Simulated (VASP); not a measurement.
A run of VASP 6.6.1 is set up as follows.

The input INCAR:

```
SYSTEM = Si
ALGO = Normal
DIPOL = 0.5 0.5 0.500
EDIFF = 1E-7
ENCUT = 520
GGA = PE
IDIPOL = 3
ISIF = 2
ISMEAR = 0
IVDW = 12
LASPH = .True.
LCHARG = .True.
LDIPOL = .True.
LELF = .True.
LREAL = .False.
LVACPOTAV = .True.
LVHAR = .True.
LWAVE = .False.
NBANDS = 11
NELM = 100
PREC = Accurate
SIGMA = 0.1
```

File KPOINTS:

```
k-points
0
Gamma
  15 15 1
  0 0 0
```

File POSCAR:

```
Si
1.0
    3.9241464078      0.0000000000      0.0000000000
   -1.9620732039      3.3984104773      0.0000000000
    0.0000000000      0.0000000000     28.0000000000
Si
2
Direct
    0.3333333333      0.6666666667      0.5071420060
    0.6666666667      0.3333333333      0.4928579940
```

Potentials or basis: VASP PAW PBE potentials, release 64 (Si).

Command:

```sh
$ cat potpaw_PBE.64/Si/POTCAR > POTCAR
$ mpirun -np 1 vasp_std > vasp.out
```

**Question.** What does it give for the band gap on the k mesh?

**Answer.** Zero (filled and empty bands touch).

**Question.** Estimate the work function of the upper face.

**Answer.** 4.62 eV.

**Question.** Predict the largest force.

**Answer.** 0.004 eV/Å.

Forces on the atoms (eV/Å):
```
Si   0.000  0.000 -0.004
Si   0.000  0.000  0.004
```

Caveat: the cell differs from its parent crystal (biaxial strain +0.020, then relaxed in part).
